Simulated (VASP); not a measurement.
Wanted: the native input for a VASP 6.6.1 run.

| Quantity | Value |
| --- | --- |
| Task | single point |
| Functional | PBEsol |
| Potentials or basis | VASP PAW PBE potentials, release 64 (Mg, O) |
| Cutoff | 520 eV |
| k mesh | 9 × 9 × 6 |
| Occupations | gaussian, width 0.05 eV |
| Spin | no spin polarisation |
| Dipole correction | no |
| Further INCAR settings | ALGO = Normal; EDIFF = 1e-06; NBANDS = 16 |

The structure of MgO lies in POSCAR:

```
MgO
1.0
    3.3200000000      0.0000000000      0.0000000000
   -1.6600000000      2.8752043406      0.0000000000
    0.0000000000      0.0000000000      3.9850000000
Mg O
2 2
Direct
    0.6666666667      0.3333333333      0.7500000000
    0.3333333333      0.6666666667      0.2500000000
    0.6666666667      0.3333333333      0.2500000000
    0.3333333333      0.6666666667      0.7500000000
```

The input as run:

INCAR

```
SYSTEM = MgO
  ALGO = Normal
  EDIFF = 1E-6
  ENCUT = 520
  GGA = PS
  ISIF = 2
  ISMEAR = 0
  LASPH = .True.
  LCHARG = .False.
  LREAL = .False.
  LWAVE = .False.
  NBANDS = 16
  NELM = 100
  PREC = Accurate
  SIGMA = 0.05
```

KPOINTS

```
k-points
0
Gamma
  9 9 6
  0 0 0
```

Potentials or basis: VASP PAW PBE potentials, release 64 (Mg, O).

Run with:

```bash
$ cat potpaw_PBE.64/Mg/POTCAR potpaw_PBE.64/O/POTCAR > POTCAR
$ mpirun -np 1 vasp_std > vasp.out
```

Results of the run:

The pressure is 27.4 GPa and the band gap on the k mesh is 4.06 eV, direct.

Caveat: the PAW data sets were made with another functional, which shifts forces and pressure a little.

Wall time 29 s on 1 thread of AMD EPYC 7R43 64-Core Processor (Zen 3), with other jobs on the host, peak memory 0.13 GiB.
